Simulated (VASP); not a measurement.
Wanted: the native input for a VASP 6.6.1 run.

```
Task                   : single point
Functional             : PBE
Potentials or basis    : VASP PAW PBE potentials, release 64 (Ba_sv)
Cutoff                 : 520 eV
k mesh                 : 10 × 10 × 10
Occupations            : fermi-dirac, width 0.08 eV
Spin                   : no spin polarisation
Dipole correction      : no
Further INCAR settings : ALGO = Normal; EDIFF = 1e-06; NBANDS = 17
```

The structure of Ba lies in POSCAR:

```
Ba
1.0
   -3.6044076265      3.6044076265      1.9541888418
    3.6044076265     -3.6044076265      1.9541888418
    3.6044076265      3.6044076265     -1.9541888418
Ba
2
Direct
   -0.3750000000     -0.1250000000     -0.2500000000
    0.3750000000      0.1250000000      0.2500000000
```

One way to write it, as run:

INCAR

```
PREC = Accurate
ENCUT = 520
EDIFF = 1E-6
ISMEAR = -1
SIGMA = 0.08
LREAL = F
LASPH = T
NELM = 80
ALGO = Normal
ISIF = 2
LWAVE = F
LCHARG = F
GGA = PE
NBANDS = 17
```

KPOINTS

```
regular mesh
0
Gamma
  10 10 10
```

Potentials or basis: VASP PAW PBE potentials, release 64 (Ba_sv).

Run with:

```sh
$ cat potpaw_PBE.64/Ba_sv/POTCAR > POTCAR
$ mpirun -np 1 vasp_std > vasp.out
```

Results of the run:

The pressure is 2.0 GPa. The band gap on the k mesh is zero (bands 10 and 11 overlap by 0.47 eV).

Caveat: spin-orbit coupling is left out, which moves the levels of the heavy elements.

It took 120 s on 1 thread of Intel(R) Xeon(R) Platinum 8375C CPU @ 2.90GHz (Ice Lake), on a shared host, peak memory 0.35 GiB.
